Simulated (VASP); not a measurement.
Input of a VASP 6.6.1 run:

Contents of INCAR:

```
SYSTEM = Pd
PREC     = Accurate       ! precision mode
ENCUT    = 520            ! plane-wave cutoff, eV
EDIFF    = 1E-6           ! SCF threshold, eV
ISMEAR   = -1             ! smearing method
SIGMA    = 0.05           ! smearing width, eV
LREAL    = .FALSE.        ! projectors in reciprocal space
LASPH    = .TRUE.         ! aspherical terms in the spheres
NELM     = 150            ! most SCF steps
ALGO     = Normal         ! electronic algorithm
ISIF     = 2              ! what is computed and relaxed
LWAVE    = .FALSE.        ! write WAVECAR
LCHARG   = .FALSE.        ! write CHGCAR
ISPIN    = 2              ! spin polarisation
MAGMOM   = 0.288          ! initial moments
LORBIT   = 11             ! projections on sites
LMAXMIX  = 4              ! l up to which the mixer works
GGA      = PE             ! functional
NBANDS   = 15             ! bands
```

The input KPOINTS:

```
Automatic mesh
0
G
  14 14 14
  0 0 0
```

Contents of POSCAR:

```
Pd
1.0
    0.0000000000      1.9737080107      1.9737080107
    1.9737080107      0.0000000000      1.9737080107
    1.9737080107      1.9737080107      0.0000000000
Pd
1
Direct
    0.0000000000      0.0000000000      0.0000000000
```

Potentials or basis: VASP PAW PBE potentials, release 64 (Pd).

The run is started by

```console
$ cat potpaw_PBE.64/Pd/POTCAR > POTCAR
$ mpirun -np 1 vasp_std > vasp.out
```

Problem. Predict the pressure.

Solution. -0.3 GPa.

Problem. Predict the net moment.

Solution. 0.40 μB per cell.
